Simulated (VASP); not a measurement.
**GaN: single point with LDA**

Crystal: GaN.

```
Ga N
1.0
     3.15180    0.00000    0.00000
    -1.57590    2.72954    0.00000
     0.00000    0.00000    5.13848
Ga N
2 2
Direct
  0.66667 0.33333 0.49930
  0.33333 0.66667 0.99930
  0.66667 0.33333 0.87570
  0.33333 0.66667 0.37570
```

| Property | Result |
| --- | --- |
| Program | VASP 6.6.1 |
| Task | single point |
| Functional | LDA |
| Potentials or basis | VASP PAW LDA potentials, release 64 (Ga_d, N) |
| Cutoff | 520 eV |
| k mesh | 12 × 12 × 6 |
| Occupations | gaussian, width 0.02 eV |
| Spin | no spin polarisation |

- Pressure: 1.1 GPa
- Band gap on the k mesh: 2.15 eV, direct

Levels at points of the mesh, in eV from the valence-band top:
| k point | band 16 | band 17 | band 18 | band 19 | band 20 | band 21 |
| --- | --- | --- | --- | --- | --- | --- |
| (0.00, 0.00, 0.00) | -0.05 | 0.00 | 0.00 | 2.15 | 4.38 | 9.22 |
| (0.50, 0.00, 0.00) | -2.88 | -2.34 | -1.05 | 5.00 | 5.66 | 5.99 |
| (0.00, 0.00, 0.50) | -0.56 | -0.56 | -0.56 | 4.41 | 4.41 | 8.47 |
| (0.50, 0.00, 0.50) | -2.04 | -1.99 | -1.99 | 4.39 | 4.39 | 7.81 |

Wall time 35 s on 1 thread of Intel(R) Xeon(R) 6975P-C (Granite Rapids), with other jobs on the host, peak memory 0.19 GiB.

Expect the measured gap to be larger: semilocal functionals such as LDA lack the derivative discontinuity.
